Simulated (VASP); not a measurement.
NaPt2, 6 atoms in the cell. The structure is cubic, space group Fd-3m (No. 227). The conventional cell has a = 7.554 Å, b = 7.554 Å, c = 7.554 Å, α = 90.00°, β = 90.00°, γ = 90.00°. Within 3.5 Å of Pt (site symmetry -3m) lie 6 Pt at 2.67 Å and 6 Na at 3.13 Å. Within 4.1 Å of Na (site symmetry -43m) lie 12 Pt at 3.13 Å and 4 Na at 3.27 Å. 

- Program: VASP 6.6.1
- Task: single point
- Functional: PBEsol
- Potentials or basis: VASP PAW PBE potentials, release 64 (Pt, Na_pv)
- Cutoff: 520 eV
- k mesh: 8 × 8 × 8
- Occupations: gaussian, width 0.2139 eV
- Spin: no spin polarisation
- Dipole correction: no
- Further INCAR settings: ALGO = Normal; EDIFF = 1e-06; NBANDS = 36

Potentials or basis: VASP PAW PBE potentials, release 64 (Pt, Na_pv).

Launch:

```console
$ cat potpaw_PBE.64/Pt/POTCAR potpaw_PBE.64/Na_pv/POTCAR > POTCAR
$ mpirun -np 1 vasp_std > vasp.out
```

Hardware: 1 thread of Intel(R) Xeon(R) Platinum 8375C CPU @ 2.90GHz (Ice Lake), on a shared host.

**Question.** Estimate the wall time of this run.

**Answer.** It took 70 s on 1 thread of Intel(R) Xeon(R) Platinum 8375C CPU @ 2.90GHz (Ice Lake) (shared host), peak memory 0.28 GiB. Counts: scf iterations 12, k points 29.
